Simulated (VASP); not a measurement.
Wanted: the native input for a VASP 6.6.1 run.

```yaml
Task: single point
Functional: PBEsol
Potentials_or_basis: VASP PAW PBE potentials, release 64 (Zr_sv)
Cutoff: 520 eV
k_mesh: 13 × 13 × 7
Occupations: fermi-dirac, width 0.08 eV
Spin: no spin polarisation
Dipole_correction: no
Further_INCAR_settings: ALGO = Normal; EDIFF = 1e-06; NBANDS = 19
```

The structure of Zr lies in POSCAR:

```
Zr
1.0
    3.2211887832      0.0000000000      0.0000000000
   -1.6105943915      2.7896313165      0.0000000000
    0.0000000000      0.0000000000      5.1297858246
Zr
2
Direct
    0.3333333333      0.6666666667      0.2500000000
    0.6666666667      0.3333333333      0.7500000000
```

These files were run (other wordings do the same):

INCAR

```
PREC = Accurate
ENCUT = 520
EDIFF = 1E-6
ISMEAR = -1
SIGMA = 0.08
LREAL = False
LASPH = True
NELM = 100
ALGO = Normal
ISIF = 2
LWAVE = False
LCHARG = True
GGA = PS
LELF = True
LVHAR = True
NBANDS = 19
```

KPOINTS

```
regular mesh
0
Gamma
  13 13 7
```

Potentials or basis: VASP PAW PBE potentials, release 64 (Zr_sv).

The run is started by

```console
$ cat potpaw_PBE.64/Zr_sv/POTCAR > POTCAR
$ mpirun -np 1 vasp_std > vasp.out
```

Results of the run:

| Item | Value |
| --- | --- |
| Pressure | -2.3 GPa |
| Band gap on the k mesh | zero (bands 12 and 13 overlap by 1.10 eV) |

Caveat: the PAW data sets were made with another functional, which shifts forces and pressure a little.

It took 85 s on 1 thread of Intel Xeon 8259CL, with other jobs on the host, peak memory 0.2 GiB.
